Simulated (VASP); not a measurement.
A run of VASP 6.6.1 is set up as follows.

File INCAR:

```
ALGO = Normal ; EDIFF = 1E-6
EDIFFG = -0.01 ; ENCUT = 600
GGA = PE ; IBRION = 2
ISIF = 3 ; ISMEAR = 0
LASPH = T ; LCHARG = F
LREAL = F ; LWAVE = F
NELM = 80 ; NSW = 100
PREC = Accurate ; SIGMA = 0.1
```

File KPOINTS:

```
k-points
0
Gamma
  8 8 8
```

The input POSCAR:

```
W4N
1.0
    4.7465690611      0.0000000000      0.0000000000
    0.0000000000      4.7465690611      0.0000000000
    0.0000000000      0.0000000000      4.7465690611
W N
4 1
Direct
    0.5000000000      0.5000000000      0.5000000000
    0.0000000000      0.5000000000      0.5000000000
    0.5000000000      0.0000000000      0.5000000000
    0.5000000000      0.5000000000      0.0000000000
    0.0000000000      0.0000000000      0.0000000000
```

Potentials or basis: VASP PAW PBE potentials, release 64 (W_sv, N).

Command:

```console
$ cat potpaw_PBE.64/W_sv/POTCAR potpaw_PBE.64/N/POTCAR > POTCAR
$ mpirun -np 1 vasp_std > vasp.out
```

(1) Estimate the relaxed cell.

(2) Estimate the space group after relaxing (to 0.1 Å).

(3) Predict the relaxed volume.

## Answers

(1) a = 4.749 Å, b = 4.749 Å, c = 4.749 Å, α = 90.00°, β = 90.00°, γ = 90.00°.

(2) Pm-3m (No. 221).

(3) 21.42 Å³/atom.
